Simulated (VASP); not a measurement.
Crystal: Mg.

```xyz
2
Lattice="3.2093 0.0000 0.0000 -1.6046 2.7793 0.0000 0.0000 0.0000 5.2103" Properties=species:S:1:pos:R:3 pbc="T T T"
Mg    0.0000    1.8529    1.3026
Mg    1.6047    0.9264    3.9077
```

- Program: VASP 6.6.1
- Task: relaxation of cell and atoms
- Functional: LDA
- Potentials or basis: VASP PAW LDA potentials, release 64 (Mg)
- Cutoff: 600 eV
- k mesh: 9 × 9 × 5
- Occupations: methfessel-paxton, width 0.1 eV
- Spin: no spin polarisation

At the start: pressure -2.9 GPa; volume 23.24 Å³/atom.

Problem. How do energy, volume and symmetry change on relaxing?

Solution. Over 5 steps the energy falls by 17.7 meV/atom and the volume is 21.37 Å³/atom (-8.0 %); space group P6_3/mmc (No. 194, to 0.1 Å) before and after.

Step by step:
```
step  energy change (eV)  largest force (eV/Å)  pressure (GPa)  volume (Å³)
   1              0.0000                0.0000           -2.87        46.47
   2             -0.0328                0.0000           -0.86        43.73
   3             -0.0353                0.0000           -0.03        42.84
   4             -0.0353                0.0000            0.04        42.77
   5             -0.0355                0.0000            0.05        42.75
```

Final structure:
```
CELL_PARAMETERS angstrom
3.11752 0.00000 0.00000
-1.55876 2.69986 0.00000
0.00000 0.00000 5.07902
ATOMIC_POSITIONS crystal
Mg 0.33333 0.66667 0.25000
Mg 0.66667 0.33333 0.75000
```
